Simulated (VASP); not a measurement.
BAs (pbesol), 2 atoms in the cell. It takes space group F-43m (No. 216, cubic). The conventional cell has a = 4.777 Å, b = 4.777 Å, c = 4.777 Å, α = 90.00°, β = 90.00°, γ = 90.00°. Within 2.7 Å of B (site symmetry -43m) lie 4 As at 2.07 Å. Within 2.7 Å of As (site symmetry -43m) lie 4 B at 2.07 Å. 

- Program: VASP 6.6.1
- Task: relaxation of cell and atoms
- Functional: PBEsol
- Potentials or basis: VASP PAW PBE potentials, release 64 (B, As)
- Cutoff: 500 eV
- k mesh: 10 × 10 × 10
- Occupations: gaussian, width 0.02 eV
- Spin: no spin polarisation
- Target pressure: 19.4 GPa
- Dipole correction: no
- Further INCAR settings: ALGO = Normal; EDIFF = 1e-07; IBRION = 2; EDIFFG = -0.002; NSW = 100; ISIF = 3

Potentials or basis: VASP PAW PBE potentials, release 64 (B, As).

The run is started by

```bash
$ cat potpaw_PBE.64/B/POTCAR potpaw_PBE.64/As/POTCAR > POTCAR
$ mpirun -np 1 vasp_std > vasp.out
```

Hardware: 1 thread of Intel(R) Xeon(R) 6975P-C (Granite Rapids), with other jobs on the host.

Question: How long does it take, and how much memory?

Answer: Run time: 37 s on 1 thread of Intel(R) Xeon(R) 6975P-C (Granite Rapids), with other jobs on the host, peak memory 0.17 GiB. Counts: scf iterations 52, k points 47, ion steps 7.
